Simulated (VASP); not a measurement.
# Ta3N (P-3m1) in VASP: a series of runs

The runs below take Ta3N through single point, with LDA.

Program: VASP 6.6.1. These are calculated values, not measurements. Logs are shortened: lines on timing, memory, paths and dates and some standing lists are left out, and cuts for length are marked.

### Step 1. The cell of the first run

The structure is trigonal, space group P-3m1 (No. 164). Conventional cell: a = 3.032 Å, b = 3.032 Å, c = 7.524 Å, α = 90.00°, β = 90.00°, γ = 120.00°. Ta (site symmetry -3m) has 12 Ta at 3.01 to 3.03 Å and 2 N at 3.76 Å within 4.0 Å. Within 3.2 Å of Ta (site symmetry 3m) lie 3 N at 2.19 Å and 12 Ta at 3.01 to 3.15 Å. N (site symmetry -3m) has 6 Ta at 2.19 Å within 2.9 Å.

### Step 2. Single point, LDA

INCAR

```
  PREC = Accurate
  ENCUT = 600
  EDIFF = 1E-6
  ISMEAR = -1
  SIGMA = 0.2
  LREAL = False
  LASPH = True
  NELM = 120
  ALGO = Normal
  ISIF = 2
  LWAVE = False
  LCHARG = False
  GGA = CA
  NBANDS = 27
  GGA_COMPAT = False
```

KPOINTS

```
regular mesh
0
Gamma
  5 5 2
```

POSCAR

```
Ta3N
1.0
    3.0322240000      0.0000000000      0.0000000000
   -1.5161120000      2.6259830000      0.0000000000
    0.0000000000      0.0000000000      7.5241370000
Ta N
3 1
Direct
    0.0000000000      0.0000000000      0.5000000000
    0.3333333333      0.6666666667      0.1739300000
    0.6666666667      0.3333333333      0.8260700000
    0.0000000000      0.0000000000      0.0000000000
```

Potentials or basis: VASP PAW LDA potentials, release 64 (Ta_pv, N).

The run is started by

```
$ cat potpaw_LDA.64/Ta_pv/POTCAR potpaw_LDA.64/N/POTCAR > POTCAR
$ mpirun -np 1 vasp_std > vasp.out
```

OUTCAR:

```text
PREC = Accurate
   ENCUT = 600
   EDIFF = 1E-6
   ISMEAR = -1
   LREAL = False
   LASPH = True
   NELM = 120
   ISIF = 2
   GGA = CA

 ion  position               nearest neighbor table
   1  0.000  0.000  0.500-   2 3.01   3 3.01   3 3.01   2 3.01   3 3.01   2 3.01
   2  0.333  0.667  0.174-   4 2.19   4 2.19   4 2.19   1 3.01   1 3.01   1 3.01   3 3.15   3 3.15
                             3 3.15
   3  0.667  0.333  0.826-   4 2.19   4 2.19   4 2.19   1 3.01   1 3.01   1 3.01   2 3.15   2 3.15
                             2 3.15
   4  0.000  0.000  0.000-   2 2.19   3 2.19   3 2.19   2 2.19   3 2.19   2 2.19

  LATTYP: Found a hexagonal cell.
 ALAT       =     3.0322240000
 C/A-ratio  =     2.4813922059

  Lattice vectors:

 A1 = (   3.0322240000,   0.0000000000,   0.0000000000)
 A2 = (  -1.5161120000,   2.6259830000,   0.0000000000)
 A3 = (   0.0000000000,   0.0000000000,   7.5241370000)

Analysis of symmetry for initial positions (statically):
=====================================================================
 Subroutine PRICEL returns:
 Original cell was already a primitive cell.

 Routine SETGRP: Setting up the symmetry group for a
 hexagonal supercell.

 Subroutine GETGRP returns: Found 12 space group operations
 (whereof 12 operations were pure point group operations)
 out of a pool of 24 trial point group operations.

The static configuration has the point symmetry D_3d.

Analysis of symmetry for dynamics (positions and initial velocities):
=====================================================================
 Subroutine PRICEL returns:
 Original cell was already a primitive cell.

 Routine SETGRP: Setting up the symmetry group for a
 hexagonal supercell.

 Subroutine GETGRP returns: Found 12 space group operations
 (whereof 12 operations were pure point group operations)
 out of a pool of 24 trial point group operations.

The dynamic configuration has the point symmetry D_3d.

 Subroutine INISYM returns: Found 12 space group operations
 (whereof 12 operations are pure point group operations),
 and found     1 'primitive' translations

----------------------------------------------------------------------------------------

                                     Primitive cell

  volume of cell :      59.9115

[... 73 lines left out ...]
   LSORBIT =      F    spin-orbit coupling
   LASPH  =      T    aspherical Exc in radial PAW
   ENCUT  =  600.0 eV  44.10 Ry    6.64 a.u.   6.06  6.06 15.03*2*pi/ulx,y,z
   NELM   =    120;   NELMIN=  2; NELMDL= -5     # of ELM steps
   EDIFF  = 0.1E-05   stopping-criterion for ELM
   LREAL  =      F    real-space projection
   EDIFFG = 0.1E-04   stopping-criterion for IOM
   NSW    =      0    number of steps for IOM
   IBRION =     -1    ionic relax: 0-MD 1-quasi-New 2-CG
   NFREE  =      0    steps in history (QN), initial steepest desc. (CG)
   ISIF   =      2    stress and relaxation
   ISYM   =      2    0-nonsym 1-usesym 2-fastsym
   POTIM  = 0.5000    time-step for ionic-motion
   TEBEG  =    0.0;   TEEND  =   0.0 temperature during run
   PSTRESS=    0.0 pullay stress
   NELECT =      38.0000    total number of electrons
   NUPDOWN=      -1.0000    fix difference up-down
   EMIN   =  10.00;   EMAX   =-10.00  energy-range for DOS
   EFERMI =   0.00;   METHOD = LEGACY
   ISMEAR =    -1;   SIGMA  =   0.20  broadening in eV -4-tet -1-fermi 0-gaus
   EFERMI_NEDOS =   21; number of points for ismear=-14 and -15
   IALGO  =     38    algorithm
   IMIX   =      4    mixing-type and parameters
     AMIX     =   0.40;   BMIX     =  1.00
     AMIX_MAG =   1.60;   BMIX_MAG =  1.00
  volume/ion in A,a.u.               =      14.98       101.08
  Fermi-wavevector in a.u.,A,eV,Ry     =   1.406585  2.658061 26.918884  1.978482
  Thomas-Fermi vector in A             =   2.528931
   LORBIT       =      0    0 simple, 1 ext, 2 COOP (PROOUT), +10 PAW based schemes
   GGA     = CA    functional components
   LHFCALC =     F    Hartree Fock is set to
   AEXX    =    0.0000 exact exchange contribution
   IVDW    =     0    specifies the selected vdW correction
   LEPSILON=     F    determine dielectric tensor
   LRPA    =     F    only Hartree local field effects (RPA)
 non-spin polarized calculation
  energy-cutoff  :      600.00
  volume of cell :       59.91
 maximum number of plane-waves:      2028
   NGX = 13   NGY = 13   NGZ = 31

 number of electron      37.9999997 magnetization

 Free energy of the ion-electron system (eV)
  ---------------------------------------------------
  ext. energy  EPLUGINS =         0.00000000
  ---------------------------------------------------
  free energy    TOTEN  =       -49.91887460 eV

  energy without entropy =      -49.50574413  energy(sigma->0) =      -49.71230936

 E-fermi :   6.5473     XC(G=0): -12.8805

 val. band max:        6.5150536545   @ k =   0.2000   0.2000   0.0000
 cond. band min:       6.5978852464   @ k =   0.4000  -0.0000   0.5000
 fundamental gap:      0.0828315919
 Fermi energy:         6.5473193359

 k-point     1 :       0.0000    0.0000    0.0000
  band No.  band energies     occupation
      1     -28.5055      2.00000
      2     -28.1974      2.00000
      3     -27.8838      2.00000
      4     -27.8838      2.00000
      5     -27.8535      2.00000
      6     -27.8535      2.00000
[... 289 lines left out ...]
     26      11.5332      0.00000
     27      12.0324      0.00000

------------------------ aborting loop because EDIFF is reached ----------------------------------------

  FORCE on cell =-STRESS in cart. coord.  units (eV):
  Direction    XX          YY          ZZ          XY          YZ          ZX
  --------------------------------------------------------------------------------------
  -------------------------------------------------------------------------------------
  Total       -5.0116319     -5.0116318     -3.0916752      0.0000000      0.0000000      0.0000000
  in kB     -134.0231619   -134.0231605    -82.6788748      0.0000000      0.0000000      0.0000000
  external PRESSURE =    -116.9083991 kB  Pullay stress =       0.0000000 kB

 VOLUME and BASIS-vectors are now :
 -----------------------------------------------------------------------------
  energy-cutoff  :      600.00
  volume of cell :       59.91
      direct lattice vectors                 reciprocal lattice vectors
     3.032224000  0.000000000  0.000000000     0.329790939  0.190404888  0.000000000
    -1.516112000  2.625983000  0.000000000     0.000000000  0.380809777  0.000000000
     0.000000000  0.000000000  7.524137000     0.000000000  0.000000000  0.132905608

 POSITION                                       TOTAL-FORCE (eV/Angst)
 -----------------------------------------------------------------------------------
      0.00000      0.00000      3.76207        -0.000000      0.000000     -0.000000
     -0.00000      1.75066      1.30867        -0.000000     -0.000000     -0.325285
      1.51611      0.87533      6.21546         0.000000      0.000000      0.325285
      0.00000      0.00000      0.00000        -0.000000      0.000000     -0.000000
 -----------------------------------------------------------------------------------
    total drift:                                0.000000     -0.000000      0.000000

  FREE ENERGIE OF THE ION-ELECTRON SYSTEM (eV)
  ---------------------------------------------------
  free  energy   TOTEN  =       -49.9188745991 eV

  energy  without entropy=      -49.5057441254  energy(sigma->0) =      -49.71230936
```

stdout:

```text
POSCAR found type information on POSCAR TaN
 POSCAR found :  2 types and       4 ions
 scaLAPACK will be used
 LDA part: xc-table for (Slater(with rela. corr.)+CA(PZ))
 , standard interpolation
 POSCAR, INCAR and KPOINTS ok, starting setup
 FFT: planning ... GRIDC
 FFT: planning ... GRID_SOFT
 FFT: planning ... GRID
 WAVECAR not read
 entering main loop
```

Run time: 9.6 s. Hardware: 1 thread of Intel Xeon Platinum 8488C (Sapphire Rapids), shared host; peak memory 0.16 GiB.

Results:

```yaml
Free_energy: -49.9189 eV
Pressure: -11.7 GPa
Largest_force: 0.325 eV/Å
Band_gap_on_the_k_mesh: zero (bands 19 and 20 overlap by 0.40 eV)
```

Forces in eV/Å, atoms in the order of the input:
```
Ta   0.000  0.000  0.000
Ta   0.000  0.000 -0.325
Ta   0.000  0.000  0.325
N    0.000  0.000  0.000
```

Stress tensor (GPa, compression positive):
```
-13.40   0.00   0.00
  0.00 -13.40   0.00
  0.00   0.00  -8.27
```

Caveat: the k points lie up to 0.48 Å⁻¹ apart; spin-orbit coupling is left out, which moves the levels of the heavy elements.

[end of part 1 of 2]

The gap in the log of VASP goes by the Fermi energy; the results here count the filled bands.